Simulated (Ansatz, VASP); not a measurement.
## Sb in VASP and in Ansatz

```
Sb
1.0
     0.00000    3.49219    3.49219
     3.49219    0.00000    3.49219
     3.49219    3.49219    0.00000
Sb
2
Cartesian
  -0.8730 -0.8730 -0.8730
  0.8730 0.8730 0.8730
```

Alike in both runs: functional PBE; k mesh 11 × 11 × 11; occupations fermi-dirac, width 0.05 eV; no spin polarisation.

Ansatz relaxed the structure, and its values are those at the end. VASP's run is a single point on that final structure, the one shown.

|  | VASP | Ansatz |
| --- | --- | --- |
| version | VASP 6.6.1 | Ansatz 0.2.0 |
| potentials or method | VASP PAW PBE potentials, release 64 (Sb), cutoff 520 eV | all-electron LAPW, scalar-relativistic |

|  | VASP | Ansatz | Ansatz less VASP |
| --- | --- | --- | --- |
| pressure (GPa) | 0.0 | 0.0 | 0.00 |

Ansatz ran all-electron here, and VASP with PAW potentials.

Spin-orbit coupling is off throughout.
